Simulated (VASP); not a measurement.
# NaCl (Fm-3m) in VASP: notebook, part 2 of 2

VASP 6.6.1. The steps go on from the part before.

## (4) Single point, PBE+D4

This run uses another cell than the first one, of 22.38 Å³/atom.

The input, INCAR:

```
PREC = Accurate ; ENCUT = 520
EDIFF = 1E-7 ; ISMEAR = -1
SIGMA = 0.05 ; LREAL = F
LASPH = T ; NELM = 100
ALGO = Normal ; ISIF = 2
LWAVE = F ; LCHARG = F
GGA = PE ; IVDW = 13
NBANDS = 14
```

The input, KPOINTS:

```
Automatic mesh
0
Gamma
  8 8 8
```

The input, POSCAR:

```
NaCl
1.0
    0.0000000000      2.8182180917      2.8182180917
    2.8182180917      0.0000000000      2.8182180917
    2.8182180917      2.8182180917      0.0000000000
Cl Na
1 1
Direct
    0.5000000000      0.5000000000      0.5000000000
    0.0000000000      0.0000000000      0.0000000000
```

Potentials or basis: VASP PAW PBE potentials, release 64 (Cl, Na_pv).

Command:

```bash
$ cat potpaw_PBE.64/Cl/POTCAR potpaw_PBE.64/Na_pv/POTCAR > POTCAR
$ mpirun -np 1 vasp_std > vasp.out
```

OUTCAR:

```text
PREC = Accurate
   ENCUT = 520
   EDIFF = 1E-7
   ISMEAR = -1
   LREAL = F
   LASPH = T
   NELM = 100
   ISIF = 2
   GGA = PE
   IVDW = 13

 ion  position               nearest neighbor table
   1  0.500  0.500  0.500-
   2  0.000  0.000  0.000-

  LATTYP: Found a face centered cubic cell.
 ALAT       =     5.6364361834

  Lattice vectors:

 A1 = (   0.0000000000,   2.8182180917,   2.8182180917)
 A2 = (   2.8182180917,   0.0000000000,   2.8182180917)
 A3 = (   2.8182180917,   2.8182180917,   0.0000000000)

Analysis of symmetry for initial positions (statically):
=====================================================================
 Subroutine PRICEL returns:
 Original cell was already a primitive cell.

 Routine SETGRP: Setting up the symmetry group for a
 face centered cubic supercell.

 Subroutine GETGRP returns: Found 48 space group operations
 (whereof 48 operations were pure point group operations)
 out of a pool of 48 trial point group operations.

The static configuration has the point symmetry O_h .

Analysis of symmetry for dynamics (positions and initial velocities):
=====================================================================
[... 176 lines left out ...]
     10      10.4019      0.00000
     11      10.4019      0.00000
     12      12.5648      0.00000
     13      12.5648      0.00000
     14      14.1755      0.00000
[... 377 lines left out ...]
      1     -21.5587      2.00000
      2     -21.5433      2.00000
      3     -21.5395      2.00000
      4     -13.0130      2.00000
      5      -2.3750      2.00000
      6      -1.4843      2.00000
      7      -1.1331      2.00000
      8       7.6149      0.00000
      9       8.8296      0.00000
     10       9.5492      0.00000
     11      11.0192      0.00000
     12      13.6402      0.00000
     13      14.9036      0.00000
     14      15.9295      0.00000

 [... further k-points ...]

------------------------ aborting loop because EDIFF is reached ----------------------------------------

  DFT-D4 for vdW energy calculation

  Edisp (eV):   -0.19566

  FORCE on cell =-STRESS in cart. coord.  units (eV):
  Direction    XX          YY          ZZ          XY          YZ          ZX
  --------------------------------------------------------------------------------------
  -------------------------------------------------------------------------------------
  Total      -0.00953    -0.00953    -0.00953    -0.00000    -0.00000    -0.00000
  in kB      -0.34111    -0.34111    -0.34111    -0.00000    -0.00000    -0.00000
  external pressure =       -0.34 kB  Pullay stress =        0.00 kB

 VOLUME and BASIS-vectors are now :
 -----------------------------------------------------------------------------
  energy-cutoff  :      520.00
  volume of cell :       44.77
      direct lattice vectors                 reciprocal lattice vectors
     0.000000000  2.818218092  2.818218092    -0.177417071  0.177417071  0.177417071
     2.818218092  0.000000000  2.818218092     0.177417071 -0.177417071  0.177417071
     2.818218092  2.818218092  0.000000000     0.177417071  0.177417071 -0.177417071

 POSITION                                       TOTAL-FORCE (eV/Angst)
 -----------------------------------------------------------------------------------
      2.81822      2.81822      2.81822         0.000000      0.000000      0.000000
      0.00000      0.00000      0.00000        -0.000000     -0.000000     -0.000000
 -----------------------------------------------------------------------------------
    total drift:                               -0.000000      0.000000      0.000000

  FREE ENERGIE OF THE ION-ELECTRON SYSTEM (eV)
  ---------------------------------------------------
  free  energy   TOTEN  =        -6.9699289448 eV

  energy  without entropy=       -6.9699289448  energy(sigma->0) =       -6.96992894
```

It took 32 s on 1 thread of Intel Xeon 8259CL, shared host; peak memory 0.17 GiB.

Results:

| Quantity | Value |
| --- | --- |
| Free energy | -6.9699 eV |
| Pressure | 0.0 GPa |
| Band gap on the k mesh | 5.11 eV |
| Dispersion energy per atom | -0.098 eV |

Levels at points of the mesh, in eV from the valence-band top:
```csv
k point,band 4,band 5,band 6,band 7,band 8,band 9,band 10,band 11
"(0.00, 0.00, 0.00)",-12.66,0.00,0.00,0.00,5.11,11.12,11.12,11.12
"(0.50, 0.00, 0.00)",-12.32,-1.93,-0.26,-0.26,7.28,10.64,10.98,10.98
"(0.50, 0.50, 0.00)",-12.28,-1.66,-0.60,-0.60,7.54,8.08,11.33,14.79
```

A k mesh can miss the band edges.

## (5) Single point, RPBE

This run uses another cell than the first one, of 24.93 Å³/atom.

The input, INCAR:

```
ALGO = Normal
EDIFF = 1E-6
ENCUT = 520
GGA = RP
ISIF = 2
ISMEAR = -1
LASPH = T
LCHARG = F
LREAL = F
LWAVE = F
NBANDS = 14
NELM = 60
PREC = Accurate
SIGMA = 0.05
```

The input, KPOINTS:

```
k-points
0
Gamma
  8 8 8
```

The input, POSCAR:

```
NaCl
1.0
    0.0000000000      2.9213202469      2.9213202469
    2.9213202469      0.0000000000      2.9213202469
    2.9213202469      2.9213202469      0.0000000000
Cl Na
1 1
Direct
    0.5000000000      0.5000000000      0.5000000000
    0.0000000000      0.0000000000      0.0000000000
```

Potentials or basis: VASP PAW PBE potentials, release 64 (Cl, Na_pv).

Command:

```bash
$ cat potpaw_PBE.64/Cl/POTCAR potpaw_PBE.64/Na_pv/POTCAR > POTCAR
$ mpirun -np 1 vasp_std > vasp.out
```

OUTCAR:

```text
EDIFF = 1E-6
   ENCUT = 520
   GGA = RP
   ISIF = 2
   ISMEAR = -1
   LASPH = T
   LREAL = F
   NELM = 60
   PREC = Accurate

 ion  position               nearest neighbor table
   1  0.500  0.500  0.500-
   2  0.000  0.000  0.000-

  LATTYP: Found a face centered cubic cell.
 ALAT       =     5.8426404938

  Lattice vectors:

[... 589 lines left out ...]
     13      13.9574      0.00000
     14      14.9281      0.00000

 [... further k-points ...]

------------------------ aborting loop because EDIFF is reached ----------------------------------------

  FORCE on cell =-STRESS in cart. coord.  units (eV):
  Direction    XX          YY          ZZ          XY          YZ          ZX
  --------------------------------------------------------------------------------------
  -------------------------------------------------------------------------------------
  Total       -0.0136393     -0.0136393     -0.0136393      0.0000000     -0.0000000      0.0000000
  in kB       -0.4382631     -0.4382631     -0.4382631      0.0000000     -0.0000000      0.0000000
  external PRESSURE =      -0.4382631 kB  Pullay stress =       0.0000000 kB

 VOLUME and BASIS-vectors are now :
 -----------------------------------------------------------------------------
  energy-cutoff  :      520.00
  volume of cell :       49.86
      direct lattice vectors                 reciprocal lattice vectors
     0.000000000  2.921320247  2.921320247    -0.171155491  0.171155491  0.171155491
     2.921320247  0.000000000  2.921320247     0.171155491 -0.171155491  0.171155491
     2.921320247  2.921320247  0.000000000     0.171155491  0.171155491 -0.171155491

 POSITION                                       TOTAL-FORCE (eV/Angst)
 -----------------------------------------------------------------------------------
      2.92132      2.92132      2.92132        -0.000000     -0.000000     -0.000000
      0.00000      0.00000      0.00000         0.000000      0.000000      0.000000
 -----------------------------------------------------------------------------------
    total drift:                                0.000000     -0.000000     -0.000000

  FREE ENERGIE OF THE ION-ELECTRON SYSTEM (eV)
  ---------------------------------------------------
  free  energy   TOTEN  =        -6.4631488359 eV

  energy  without entropy=       -6.4631488358  energy(sigma->0) =       -6.46314884
```

It took 25 s on 1 thread of Intel Xeon 8259CL, shared host; peak memory 0.17 GiB.

What came out:

```yaml
Free_energy: -6.4631 eV
Pressure: 0.0 GPa
Band_gap_on_the_k_mesh: 5.05 eV
```

Levels at points of the mesh, in eV from the valence-band top:
```tsv
k point	band 5	band 6	band 7	band 8	band 9	band 10
(0.00, 0.00, 0.00)	0.00	0.00	0.00	5.05	11.17	11.17
(0.50, 0.00, 0.00)	-1.56	-0.21	-0.21	7.37	10.07	10.89
(0.50, 0.50, 0.00)	-1.35	-0.48	-0.48	7.47	8.39	10.91
```

Caveat: the PAW data sets were made with another functional, which shifts forces and pressure a little.

## (6) Overview

| level | cell | gap on the mesh (eV) | pressure (GPa) |
| --- | --- | --- | --- |
| PBEsol+D3(BJ) | a = 3.886 Å, angles 60.0°, 2 atoms | 5.23 | 0.1 |
| revPBE+D3(BJ) | a = 3.951 Å, angles 60.0°, 2 atoms | 5.49 | -0.1 |
| PBE+D4 | a = 3.986 Å, angles 60.0°, 2 atoms | 5.11 | 0.0 |
| RPBE | a = 4.131 Å, angles 60.0°, 2 atoms | 5.05 | 0.0 |

Alike in all rows: task single point; potentials or basis VASP PAW PBE potentials, release 64 (Cl, Na_pv); no spin polarisation; k mesh 8 × 8 × 8; cutoff (eV) 520; smearing fermi-dirac 0.05 eV.

Caveats: the PAW data sets were made with another functional, which shifts forces and pressure a little (at least some runs).

Total energies depend on the potentials used, so only differences within one code and one set of settings carry meaning.
